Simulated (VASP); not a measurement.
A run of VASP 6.6.1 is set up as follows.

Contents of INCAR:

```
SYSTEM = MoS2
PREC     = Accurate       ! precision mode
ENCUT    = 520            ! plane-wave cutoff, eV
EDIFF    = 1E-7           ! SCF threshold, eV
ISMEAR   = 0              ! smearing method
SIGMA    = 0.05           ! smearing width, eV
LREAL    = .False.        ! projectors in reciprocal space
LASPH    = .True.         ! aspherical terms in the spheres
NELM     = 150            ! most SCF steps
ALGO     = Normal         ! electronic algorithm
ISIF     = 2              ! what is computed and relaxed
LWAVE    = .False.        ! write WAVECAR
LCHARG   = .False.        ! write CHGCAR
ISPIN    = 2              ! spin polarisation
MAGMOM   = 2 -2 0 0 0 0   ! initial moments
LORBIT   = 11             ! projections on sites
LMAXMIX  = 4              ! l up to which the mixer works
GGA      = PE             ! functional
NBANDS   = 39             ! bands
```

The input KPOINTS:

```
regular mesh
0
Gamma
  12 12 3
  0 0 0
```

POSCAR

```
MoS2
1.0
    3.1934112330      0.0000000000      0.0000000000
   -1.5967056165      2.7655752525      0.0000000000
    0.0000000000      0.0000000000     13.5433072349
Mo S
2 4
Direct
    1.0000000000      1.0000000000      0.0000000000
    1.0000000000      1.0000000000      0.5000000000
    0.3333333333      0.6666666667      0.1169210544
    0.6666666667      0.3333333333      0.3830789456
    0.3333333333      0.6666666667      0.6169210544
    0.6666666667      0.3333333333      0.8830789456
```

Potentials or basis: VASP PAW PBE potentials, release 64 (Mo_sv, S).

The run is started by

```bash
$ cat potpaw_PBE.64/Mo_sv/POTCAR potpaw_PBE.64/S/POTCAR > POTCAR
$ mpirun -np 1 vasp_std > vasp.out
```

Task: Predict the pressure.

Result: -0.1 GPa.

Task: Predict the band gap on the k mesh.

Result: Zero (filled and empty bands overlap).

Task: Predict the net moment.

Result: 0.00 μB per cell.

Task: What does it give for the largest force?

Result: 0.006 eV/Å.

Forces on the atoms (eV/Å):
```
Mo   0.000  0.000  0.000
Mo   0.000  0.000  0.000
S    0.000  0.000 -0.006
S    0.000  0.000  0.006
S    0.000  0.000 -0.006
S    0.000  0.000  0.006
```

Caveat: this functional lacks dispersion, which binds layers or chains, so the pressure and a relaxed spacing across them are unreliable.
